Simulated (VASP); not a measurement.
Write the native input for VASP 6.6.1 that does the following.

```
Task                   : electric field gradients
Functional             : LDA
Potentials or basis    : VASP PAW LDA potentials, release 64 (Y_sv)
Cutoff                 : 520 eV
k mesh                 : 13 × 13 × 13
Occupations            : fermi-dirac, width 0.05 eV
Spin                   : no spin polarisation
Dipole correction      : no
Further INCAR settings : ALGO = Normal; EDIFF = 1e-08; NBANDS = 12
```

The structure of Y lies in POSCAR:

```
Y
1.0
    0.0000000000      2.4850000000      2.4601500000
    2.4850000000      0.0000000000      2.4601500000
    2.4850000000      2.4850000000      0.0000000000
Y
1
Direct
    0.0000000000      0.0000000000      0.0000000000
```

This cell differs from its parent crystal: zz strain of -1 %.

These files were run (other wordings do the same):

INCAR

```
PREC = Accurate
ENCUT = 520
EDIFF = 1E-8
ISMEAR = -1
SIGMA = 0.05
LREAL = F
LASPH = T
NELM = 100
ALGO = Normal
ISIF = 2
LWAVE = F
LCHARG = F
LEFG = T
NBANDS = 12
```

KPOINTS

```
regular mesh
0
Gamma
  13 13 13
```

Potentials or basis: VASP PAW LDA potentials, release 64 (Y_sv).

The run is started by

```console
$ cat potpaw_LDA.64/Y_sv/POTCAR > POTCAR
$ mpirun -np 1 vasp_std > vasp.out
```

Results of the run:

- Pressure: -1.5 GPa
- Band gap on the k mesh: zero (an odd number of electrons rules out a gap without spin polarisation)
- Largest electric field gradient by atom: Y +0.8 V/Å²

Caveat: the cell differs from its parent crystal (zz strain of -1 %); without QUAD_EFG the Cq values of the log hold for a quadrupole moment of 1 mb, not for the nuclei.

Wall time 32 s on 1 thread of AMD EPYC 9R45 96-Core Processor (Zen 5), on a shared host, peak memory 0.19 GiB.
